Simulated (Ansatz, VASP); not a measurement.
SnO2: VASP beside Ansatz

```
Sn O
1.0
     1.61863   -2.80354    0.00000
     1.61863    0.93451    4.29183
    -4.85588   -2.80354    0.00000
Sn O
2 4
Direct
  0.53361 0.43853 0.98119
  0.96639 0.56147 0.51881
  0.48406 0.75367 0.77516
  0.01594 0.70793 0.21204
  0.48406 0.29207 0.28796
  0.01594 0.24633 0.72484
```

Change from the starting cell: mode 4 frozen in at -0.264 Å and mode 5 at -0.109 Å (largest displacements).

Alike in both runs: task single point; functional PBE; dispersion D3(BJ); k mesh 8 × 6 × 6; occupations gaussian, width 0.05 eV; no spin polarisation.

|  | VASP | Ansatz |
| --- | --- | --- |
| version | VASP 6.6.1 | Ansatz 0.2.0 |
| potentials or method | VASP PAW PBE potentials, release 64 (Sn_d, O), cutoff 520 eV | scalar-relativistic, plane waves, PAW |
| valence electrons in the cell | 52 | 52 |

|  | VASP | Ansatz | Ansatz less VASP |
| --- | --- | --- | --- |
| gap on the k mesh at the Fermi level (eV) | 1.02 | 1.05 | +0.035 |
| least direct gap on the mesh (eV) | 1.09 | 1.13 | +0.033 |
| pressure (GPa) | -1.9 | -2.5 | -0.64 |
| traceless stress, the component that is largest in VASP (GPa) | -1.56 | -1.13 | +0.434 |
| rms of the force components (eV/Å) | 0.443 | 0.442 | -0.0012 |

Atom by atom the forces differ by 0.029 eV/Å (rms over components).
